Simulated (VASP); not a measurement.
# Zn4HO4 (a cell with a defect) in VASP: notebook

The runs below take Zn4HO4 (a cell with a defect) through single point, with PBEsol.

Program: VASP 6.6.1. These are calculated values, not measurements. Logs are shortened: lines on timing, memory, paths and dates and some standing lists are left out, and cuts for length are marked.

### Step 1. The cell of the first run

The cell holds a defect, 9 atoms: a = 5.515 Å, b = 5.515 Å, c = 3.243 Å, α = 90.00°, β = 90.00°, γ = 90.00°.

### Step 2. Single point, PBEsol

Contents of INCAR:

```
SYSTEM = Zn4HO4
PREC = Accurate
ENCUT = 520
EDIFF = 1E-7
ISMEAR = 0
SIGMA = 0.05
LREAL = .FALSE.
LASPH = .TRUE.
NELM = 80
ALGO = Normal
ISIF = 2
LWAVE = .FALSE.
LCHARG = .FALSE.
GGA = PS
NBANDS = 46
```

Contents of KPOINTS:

```
Automatic mesh
0
G
  4 4 8
  0 0 0
```

Contents of POSCAR:

```
Zn4HO4
1.0
    5.5148137916      0.0000000000      0.0000000000
    0.0000000000      5.5148137916      0.0000000000
    0.0000000000      0.0000000000      3.2430062931
Zn O H
4 4 1
Direct
    0.1820657240      0.1820657240      0.5000000000
    0.8179342760      0.8179342760      0.5000000000
    0.6820657240      0.3179342760      0.0000000000
    0.3179342760      0.6820657240      0.0000000000
    0.8180023132      0.1819976868      0.5000000000
    0.1819976868      0.8180023132      0.5000000000
    0.6819976868      0.6819976868      0.0000000000
    0.3180023132      0.3180023132      0.0000000000
    1.0000405349     -0.1180023132      0.4000000000
```

Potentials or basis: VASP PAW PBE potentials, release 64 (Zn, O, H).

Command:

```bash
> cat potpaw_PBE.64/Zn/POTCAR potpaw_PBE.64/O/POTCAR potpaw_PBE.64/H/POTCAR > POTCAR
> mpirun -np 1 vasp_std > vasp.out
```

OUTCAR:

```text
SYSTEM = Zn4HO4
   PREC = Accurate
   ENCUT = 520
   EDIFF = 1E-7
   ISMEAR = 0
   LREAL = .FALSE.
   LASPH = .TRUE.
   NELM = 80
   ISIF = 2
   GGA = PS

 ion  position               nearest neighbor table
   1  0.182  0.182  0.500-   8 1.94   8 1.94   9 1.96   6 2.01   5 2.01   2 2.84
   2  0.818  0.818  0.500-   9 1.11   7 1.94   7 1.94   6 2.01   5 2.01   1 2.84
   3  0.682  0.318  0.000-   5 1.94   5 1.94   8 2.01   7 2.01   4 2.84
   4  0.318  0.682  0.000-   6 1.94   6 1.94   8 2.01   7 2.01   3 2.84
   5  0.818  0.182  0.500-   3 1.94   3 1.94   1 2.01   2 2.01
   6  0.182  0.818  0.500-   9 1.11   4 1.94   4 1.94   2 2.01   1 2.01
   7  0.682  0.682  0.000-   2 1.94   2 1.94   4 2.01   3 2.01
   8  0.318  0.318  0.000-   1 1.94   1 1.94   4 2.01   3 2.01
   9  0.000  0.882  0.400-   6 1.11   2 1.11   1 1.96

  LATTYP: Found a simple tetragonal cell.
 ALAT       =     5.5148137916
 C/A-ratio  =     0.5880536344

  Lattice vectors:

 A1 = (   5.5148137916,   0.0000000000,   0.0000000000)
 A2 = (   0.0000000000,   5.5148137916,   0.0000000000)
 A3 = (   0.0000000000,   0.0000000000,   3.2430062931)

Analysis of symmetry for initial positions (statically):
=====================================================================
 Subroutine PRICEL returns:
 Original cell was already a primitive cell.

 Routine SETGRP: Setting up the symmetry group for a
 simple tetragonal supercell.

 Subroutine GETGRP returns: Found  1 space group operations
 (whereof  1 operations were pure point group operations)
 out of a pool of 16 trial point group operations.

The static configuration has the point symmetry C_1 .

Analysis of symmetry for dynamics (positions and initial velocities):
=====================================================================
 Subroutine PRICEL returns:
 Original cell was already a primitive cell.

 Routine SETGRP: Setting up the symmetry group for a
 simple tetragonal supercell.

 Subroutine GETGRP returns: Found  1 space group operations
 (whereof  1 operations were pure point group operations)
 out of a pool of 16 trial point group operations.

The dynamic configuration has the point symmetry C_1 .

 Subroutine INISYM returns: Found  1 space group operations
 (whereof  1 operations are pure point group operations),
 and found     1 'primitive' translations

[... 109 lines left out ...]
   LREAL  =      F    real-space projection
   EDIFFG = 0.1E-05   stopping-criterion for IOM
   NSW    =      0    number of steps for IOM
   IBRION =     -1    ionic relax: 0-MD 1-quasi-New 2-CG
   NFREE  =      0    steps in history (QN), initial steepest desc. (CG)
   ISIF   =      2    stress and relaxation
   ISYM   =      2    0-nonsym 1-usesym 2-fastsym
   POTIM  = 0.5000    time-step for ionic-motion
   TEBEG  =    0.0;   TEEND  =   0.0 temperature during run
   PSTRESS=    0.0 pullay stress
   NELECT =      73.0000    total number of electrons
   NUPDOWN=      -1.0000    fix difference up-down
   EMIN   =  10.00;   EMAX   =-10.00  energy-range for DOS
   EFERMI =   0.00;   METHOD = LEGACY
   ISMEAR =     0;   SIGMA  =   0.05  broadening in eV -4-tet -1-fermi 0-gaus
   EFERMI_NEDOS =   21; number of points for ismear=-14 and -15
   IALGO  =     38    algorithm
   IMIX   =      4    mixing-type and parameters
     AMIX     =   0.40;   BMIX     =  1.00
     AMIX_MAG =   1.60;   BMIX_MAG =  1.00
  volume/ion in A,a.u.               =      10.96        73.95
  Fermi-wavevector in a.u.,A,eV,Ry     =   1.480855  2.798411 29.836656  2.192932
  Thomas-Fermi vector in A             =   2.594838
   LORBIT       =      0    0 simple, 1 ext, 2 COOP (PROOUT), +10 PAW based schemes
   GGA     = PS    functional components
   LHFCALC =     F    Hartree Fock is set to
   AEXX    =    0.0000 exact exchange contribution
   IVDW    =     0    specifies the selected vdW correction
   LEPSILON=     F    determine dielectric tensor
   LRPA    =     F    only Hartree local field effects (RPA)
 non-spin polarized calculation
 Gauss-broadening in eV      SIGMA  =   0.05
  energy-cutoff  :      520.00
  volume of cell :       98.63
 maximum number of plane-waves:      2684
 NGX is ok and might be reduce to    42
   NGX = 21   NGY = 21   NGZ = 13

 number of electron      73.0000001 magnetization

 Free energy of the ion-electron system (eV)
  ---------------------------------------------------
  ext. energy  EPLUGINS =         0.00000000
  ---------------------------------------------------
  free energy    TOTEN  =       -35.94576707 eV

  energy without entropy =      -35.94507561  energy(sigma->0) =      -35.94542134

 E-fermi :   4.1657     XC(G=0): -11.0953

 val. band max:        4.1583082140   @ k =   0.0000   0.5000   0.0000
 cond. band min:       4.2288134322   @ k =   0.5000   0.5000   0.0000
 fundamental gap:      0.0705052181
 Fermi energy:         4.1657365148

 k-point     1 :       0.0000    0.0000    0.0000
  band No.  band energies     occupation
      1     -19.2971      2.00000
      2     -16.6244      2.00000
      3     -16.1475      2.00000
      4     -15.9885      2.00000
      5      -9.2320      2.00000
      6      -6.0843      2.00000
[... 1165 lines left out ...]
     45      11.1423      0.00000
     46      11.5274      0.00000

 [... further k-points ...]
[... 5 lines left out ...]
  --------------------------------------------------------------------------------------
  -------------------------------------------------------------------------------------
  Total       22.3109574      7.6923302      6.7479220      5.4126401     -1.2043672     -4.5613672
  in kB      362.4259553    124.9565438    109.6152901     87.9245668    -19.5641060    -74.0962320
  external PRESSURE =     198.9992631 kB  Pullay stress =       0.0000000 kB

 VOLUME and BASIS-vectors are now :
 -----------------------------------------------------------------------------
  energy-cutoff  :      520.00
  volume of cell :       98.63
      direct lattice vectors                 reciprocal lattice vectors
     5.514813792  0.000000000  0.000000000     0.181329785  0.000000000  0.000000000
     0.000000000  5.514813792  0.000000000     0.000000000  0.181329785  0.000000000
     0.000000000  0.000000000  3.243006293     0.000000000  0.000000000  0.308355862

 POSITION                                       TOTAL-FORCE (eV/Angst)
 -----------------------------------------------------------------------------------
      1.00406      1.00406      1.62150         0.507220      1.634963      0.166524
      4.51076      4.51076      1.62150       -16.195957     -5.209497      5.068561
      3.76147      1.75335      0.00000        -0.046345     -0.050013      0.005780
      1.75335      3.76147      0.00000         0.687193     -0.816870      0.026976
      4.51113      1.00368      1.62150         0.099610     -0.013123      0.037930
      1.00368      4.51113      1.62150         1.873040     -0.276092      0.039767
      3.76109      3.76109      0.00000        -0.270691      0.033712     -0.250500
      1.75372      1.75372      0.00000        -0.062008      0.034814     -0.017036
      0.00022      4.86405      1.29720        13.407937      4.662108     -5.078003
 -----------------------------------------------------------------------------------
    total drift:                                0.000158      0.000183      0.000032

  FREE ENERGIE OF THE ION-ELECTRON SYSTEM (eV)
  ---------------------------------------------------
  free  energy   TOTEN  =       -35.9457670741 eV

  energy  without entropy=      -35.9450756097  energy(sigma->0) =      -35.94542134
```

OSZICAR:

```text
N       E                     dE             d eps       ncg     rms          rms(c)
DAV:   1     0.777447523195E+03    0.77745E+03   -0.35226E+04  6304   0.227E+03
DAV:   2     0.828075939382E+02   -0.69464E+03   -0.65907E+03  6302   0.537E+02
DAV:   3    -0.355043124477E+02   -0.11831E+03   -0.11585E+03  6778   0.204E+02
DAV:   4    -0.418572550603E+02   -0.63529E+01   -0.62986E+01  7350   0.496E+01
DAV:   5    -0.419208170108E+02   -0.63562E-01   -0.63535E-01  6740   0.522E+00    0.218E+01
DAV:   6    -0.355499346754E+02    0.63709E+01   -0.16274E+01 10498   0.824E+01    0.143E+01
DAV:   7    -0.361065940852E+02   -0.55666E+00   -0.80416E+00  6598   0.201E+01    0.839E+00
DAV:   8    -0.360985124723E+02    0.80816E-02   -0.19972E+00  9324   0.156E+01    0.323E+00
DAV:   9    -0.359465169703E+02    0.15200E+00   -0.40362E-01  9764   0.102E+01    0.955E-01
DAV:  10    -0.359446722540E+02    0.18447E-02   -0.16411E-01  6872   0.258E+00    0.153E-01
DAV:  11    -0.359457742554E+02   -0.11020E-02   -0.12360E-02  7254   0.122E+00    0.987E-02
DAV:  12    -0.359458392583E+02   -0.65003E-04   -0.13424E-03  8388   0.772E-01    0.935E-02
DAV:  13    -0.359457765761E+02    0.62682E-04   -0.34297E-04  7654   0.192E-01    0.443E-02
DAV:  14    -0.359457629556E+02    0.13621E-04   -0.17401E-04  8562   0.141E-01    0.119E-02
DAV:  15    -0.359457662123E+02   -0.32567E-05   -0.27948E-05  7222   0.483E-02    0.609E-03
DAV:  16    -0.359457669923E+02   -0.78002E-06   -0.27452E-06  8042   0.308E-02    0.265E-03
DAV:  17    -0.359457671528E+02   -0.16045E-06   -0.20843E-06  8220   0.222E-02    0.302E-03
DAV:  18    -0.359457670741E+02    0.78715E-07   -0.41156E-07  6342   0.940E-03
   1 F= -.35945767E+02 E0= -.35945421E+02  d E =-.691464E-03
```

stdout:

```text
POSCAR found type information on POSCAR ZnO H
 POSCAR found :  3 types and       9 ions
 scaLAPACK will be used
 -----------------------------------------------------------------------------
|                                                                             |
|                                                                             |
|     You enforced a specific xc type in the INCAR file but a different       |
|     I HOPE YOU KNOW WHAT YOU ARE DOING!                                     |
|                                                                             |
 -----------------------------------------------------------------------------

 LDA part: xc-table for (Slater+PW92), standard interpolation
 POSCAR, INCAR and KPOINTS ok, starting setup
 FFT: planning ... GRIDC
 FFT: planning ... GRID_SOFT
 FFT: planning ... GRID
 WAVECAR not read
 entering main loop
```

Run time: 9.7 min. Hardware: 1 thread of AMD EPYC 7R43 (Zen 3), shared host; peak memory 0.3 GiB.

Results:

```
Free energy            : -35.9458 eV
Pressure               : 19.9 GPa
Largest force          : 17.752 eV/Å
Band gap on the k mesh : zero (an odd number of electrons rules out a gap without spin polarisation)
```

Forces on the atoms (eV/Å):
```
Zn    0.507   1.635   0.167
Zn  -16.196  -5.209   5.069
Zn   -0.046  -0.050   0.006
Zn    0.687  -0.817   0.027
O     0.100  -0.013   0.038
O     1.873  -0.276   0.040
O    -0.271   0.034  -0.251
O    -0.062   0.035  -0.017
H    13.408   4.662  -5.078
```

Levels at points of the mesh, in eV from the Fermi level:
| k point | band 34 | band 35 | band 36 | band 37 | band 38 | band 39 |
| --- | --- | --- | --- | --- | --- | --- |
| (0.00, 0.00, 0.00) | -3.55 | -3.20 | -3.10 | -2.84 | 1.52 | 1.94 |
| (0.50, 0.00, 0.00) | -3.65 | -3.62 | -3.51 | -0.51 | -0.14 | 2.15 |
| (0.00, 0.50, 0.00) | -4.13 | -3.39 | -3.27 | -0.68 | -0.01 | 2.41 |
| (0.50, 0.50, 0.00) | -3.86 | -3.85 | -3.83 | 0.06 | 0.87 | 1.32 |
| (0.00, 0.00, 0.50) | -4.78 | -4.57 | -4.38 | 1.18 | 2.43 | 3.48 |
| (0.50, 0.00, 0.50) | -4.61 | -4.35 | -4.05 | 0.74 | 2.54 | 3.11 |
| (0.00, 0.50, 0.50) | -4.53 | -4.49 | -4.10 | 1.12 | 2.59 | 3.18 |
| (0.50, 0.50, 0.50) | -4.44 | -4.40 | -4.20 | 0.58 | 2.08 | 2.24 |

Caveat: the PAW data sets were made with another functional, which shifts forces and pressure a little; an odd number of electrons without spin polarisation forces a metal; a magnetic or distorted state may lie lower.

### Step 3. Single point, PBEsol

Contents of INCAR:

```
SYSTEM = Zn4HO4
  PREC = Accurate
  ENCUT = 520
  EDIFF = 1E-6
  ISMEAR = 0
  SIGMA = 0.05
  LREAL = .False.
  LASPH = .True.
  NELM = 80
  ALGO = Normal
  ISIF = 2
  LWAVE = .False.
  LCHARG = .False.
  GGA = PS
  NBANDS = 46
```

Contents of KPOINTS:

```
regular mesh
0
Gamma
  4 4 8
  0 0 0
```

POSCAR, as its differences from that of step 2:

```diff
@@ -16,2 +16,2 @@
     0.3180023132      0.3180023132      0.0000000000
-    1.0000405349     -0.1180023132      0.4000000000
+    1.0000405349      0.0819976868      0.4000000000
```

Potentials or basis: VASP PAW PBE potentials, release 64 (Zn, O, H).

Command:

```bash
> cat potpaw_PBE.64/Zn/POTCAR potpaw_PBE.64/O/POTCAR potpaw_PBE.64/H/POTCAR > POTCAR
> mpirun -np 1 vasp_std > vasp.out
```

It took 6.6 min on 1 thread of AMD EPYC 7R43 (Zen 3), shared host; peak memory 0.3 GiB.

It converged, with:

```yaml
Free_energy: -36.8515 eV
Pressure: 17.1 GPa
Largest_force: 12.479 eV/Å
Band_gap_on_the_k_mesh: zero (an odd number of electrons rules out a gap without spin polarisation)
```

Forces in eV/Å, atoms in the order of the input:
```
Zn  10.758  5.365  3.349
Zn  -0.871 -1.928  0.263
Zn  -0.579  0.675  0.048
Zn   0.095 -0.017  0.011
O   -1.199  0.314 -0.091
O    0.038 -0.226  0.047
O    0.060 -0.020 -0.040
O    0.209  0.021 -0.260
H   -8.511 -4.185 -3.326
```

Stress tensor (GPa, compression positive):
```
26.68  9.33  4.60
 9.33 15.23  1.78
 4.60  1.78  9.46
```

Levels at points of the mesh, in eV from the Fermi level:
| k point | band 32 | band 33 | band 34 | band 35 | band 36 | band 37 | band 38 | band 39 | band 40 | band 41 |
| --- | --- | --- | --- | --- | --- | --- | --- | --- | --- | --- |
| (0.00, 0.00, 0.00) | -3.99 | -3.84 | -3.54 | -3.20 | -3.10 | -2.81 | 1.66 | 2.00 | 2.91 | 4.05 |
| (0.50, 0.00, 0.00) | -4.77 | -3.99 | -3.62 | -3.62 | -3.51 | -0.48 | -0.07 | 2.14 | 2.79 | 4.10 |
| (0.00, 0.50, 0.00) | -4.54 | -4.30 | -3.98 | -3.43 | -3.31 | -0.59 | 0.01 | 2.27 | 2.69 | 4.10 |
| (0.50, 0.50, 0.00) | -4.43 | -4.27 | -3.91 | -3.83 | -3.81 | 0.04 | 0.93 | 1.39 | 1.50 | 3.70 |
| (0.00, 0.00, 0.50) | -5.34 | -4.86 | -4.73 | -4.59 | -4.35 | 0.98 | 2.53 | 3.48 | 4.46 | 4.65 |
| (0.50, 0.00, 0.50) | -5.28 | -4.88 | -4.54 | -4.38 | -4.02 | 0.65 | 2.66 | 3.14 | 3.50 | 4.01 |
| (0.00, 0.50, 0.50) | -4.97 | -4.88 | -4.51 | -4.48 | -4.05 | 0.85 | 2.69 | 3.17 | 3.52 | 3.84 |
| (0.50, 0.50, 0.50) | -5.05 | -4.48 | -4.40 | -4.34 | -4.18 | 0.45 | 2.17 | 2.28 | 2.46 | 4.38 |

Caveat: the PAW data sets were made with another functional, which shifts forces and pressure a little; an odd number of electrons without spin polarisation forces a metal; a magnetic or distorted state may lie lower.
